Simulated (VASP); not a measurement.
Wanted: the native input for a VASP 6.6.1 run.

- Task: single point
- Functional: PBEsol
- Potentials or basis: VASP PAW PBE potentials, release 64 (Ir)
- Cutoff: 520 eV
- k mesh: 12 × 12 × 7
- Occupations: methfessel-paxton, width 0.1 eV
- Spin: no spin polarisation
- Dipole correction: no
- Further INCAR settings: ALGO = Normal; EDIFF = 1e-07; NBANDS = 16

The structure of Ir lies in POSCAR:

```
Ir
1.0
    2.8185109802      0.0000000000      0.0000000000
   -1.4092554952      2.4409021116      0.0000000000
    0.0000000000      0.0000000000      4.5711690159
Ir
2
Direct
    0.6666666667      0.3333333333      0.7500000000
    0.3333333333      0.6666666667      0.2500000000
```

One way to write it, as run:

INCAR

```
SYSTEM = Ir
ALGO     = Normal         ! electronic algorithm
EDIFF    = 1E-7           ! SCF threshold, eV
ENCUT    = 520            ! plane-wave cutoff, eV
GGA      = PS             ! functional
ISIF     = 2              ! what is computed and relaxed
ISMEAR   = 1              ! smearing method
LASPH    = .TRUE.         ! aspherical terms in the spheres
LCHARG   = .FALSE.        ! write CHGCAR
LREAL    = .FALSE.        ! projectors in reciprocal space
LWAVE    = .FALSE.        ! write WAVECAR
NBANDS   = 16             ! bands
NELM     = 100            ! most SCF steps
PREC     = Accurate       ! precision mode
SIGMA    = 0.1            ! smearing width, eV
```

KPOINTS

```
k-points
0
G
  12 12 7
  0 0 0
```

Potentials or basis: VASP PAW PBE potentials, release 64 (Ir).

Command:

```console
$ cat potpaw_PBE.64/Ir/POTCAR > POTCAR
$ mpirun -np 1 vasp_std > vasp.out
```

Results of the run:

The pressure is -31.2 GPa. The band gap on the k mesh is zero (band 9 reaches 9.39 eV, above the bottom of band 10 at 6.59 eV).

Caveat: the PAW data sets were made with another functional, which shifts forces and pressure a little; spin-orbit coupling is left out, which moves the levels of the heavy elements.

It took 18 s on 1 thread of Intel(R) Xeon(R) Platinum 8488C (Sapphire Rapids), on a shared host, peak memory 0.17 GiB.
